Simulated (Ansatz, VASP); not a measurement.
H24CO11: VASP beside Ansatz

```xyz
36
Lattice="6.9125 0.0000 0.0000 0.0000 6.9125 0.0000 0.0000 0.0000 6.9125" Properties=species:S:1:pos:R:3 pbc="T T T"
O     2.2819    3.8460    1.7780
O     6.0585    1.4971    5.4937
O     4.8989    4.3246    3.3656
O     6.0148    1.0945    1.2785
O     1.8751    5.6467    5.1995
O     3.8913    6.0964    1.0998
O     1.0535    0.7216    3.4308
O     0.5748    5.6799    0.7012
O     5.6809    4.0581    6.0252
O     3.9373    0.3308    3.9167
O     1.6393    3.1429    6.2155
H     2.0246    3.4394    0.8959
H     3.0427    4.4158    1.5296
H     6.0660    2.4885    5.6317
H     6.8473    1.3194    4.9376
H     4.6598    5.1667    2.9213
H     4.0425    3.8643    3.4277
H     6.1205    1.2594    0.2959
H     5.5598    1.8835    1.6274
H     1.3458    6.0687    4.4851
H     1.4682    5.9674    6.0429
H     3.1135    6.6254    1.3548
H     4.6413    6.7282    1.2080
H     0.6179    1.0926    2.6355
H     1.9982    0.9841    3.4097
H     0.1696    6.3502    1.2829
H     1.0894    5.0564    1.2891
H     5.4884    4.4502    5.1429
H     6.2395    4.6831    6.5371
H     4.6392    0.7487    4.4759
H     3.5059   -0.3166    4.5232
H     2.8069    1.4667    6.0096
H     1.5875    4.0320    5.7714
H     2.7644    2.5244    4.5735
H     3.7223    3.0177    6.0042
C     2.8001    2.5149    5.6750
```

Alike in both runs: functional PBE; dispersion D3(BJ); k mesh 1 × 1 × 1; occupations fermi-dirac, width 0.05 eV; no spin polarisation.

Ansatz relaxed the structure, and its values are those at the end. VASP's run is a single point on that final structure, the one shown.

```csv
,VASP,Ansatz
version,VASP 6.6.1,Ansatz 0.2.0
potentials or method,"VASP PAW PBE potentials, release 64 (O_h, H_h, C_h), cutoff 1000 eV","scalar-relativistic, plane waves, PAW"
valence electrons in the cell,94,94
```

```csv
,VASP,Ansatz,Ansatz less VASP
rms of the force components (eV/Å),0.073,0.073,-0.0001
```
